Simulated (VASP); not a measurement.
A run of VASP 6.6.1:

INCAR

```
SYSTEM = ScGa3
PREC = Accurate ; ENCUT = 520
EDIFF = 1E-6 ; ISMEAR = -1
SIGMA = 0.05 ; LREAL = .FALSE.
LASPH = .TRUE. ; NELM = 100
ALGO = Normal ; ISIF = 2
LWAVE = .FALSE. ; LCHARG = .FALSE.
NBANDS = 33
```

KPOINTS

```
regular mesh
0
G
  9 9 9
  0 0 0
```

The input POSCAR:

```
ScGa3
1.0
    4.0114051152      0.0000000000      0.0000000000
    0.0000000000      4.0114051152      0.0000000000
    0.0000000000      0.0000000000      4.0114051152
Sc Ga
1 3
Direct
    0.0000000000      0.0000000000      0.0000000000
    0.0000000000      0.5000000000      0.5000000000
    0.5000000000      0.0000000000      0.5000000000
    0.5000000000      0.5000000000      0.0000000000
```

Potentials or basis: VASP PAW LDA potentials, release 64 (Sc_sv, Ga_d).

Command:

```sh
$ cat potpaw_LDA.64/Sc_sv/POTCAR potpaw_LDA.64/Ga_d/POTCAR > POTCAR
$ mpirun -np 1 vasp_std > vasp.out
```

Hardware: 1 thread of Intel(R) Xeon(R) 6975P-C (Granite Rapids), on a shared host.

**Question.** How long does it take, and how much memory?

**Answer.** Run time: 26 s on 1 thread of Intel(R) Xeon(R) 6975P-C (Granite Rapids) (shared host), peak memory 0.19 GiB. Counts: scf iterations 13, k points 35.
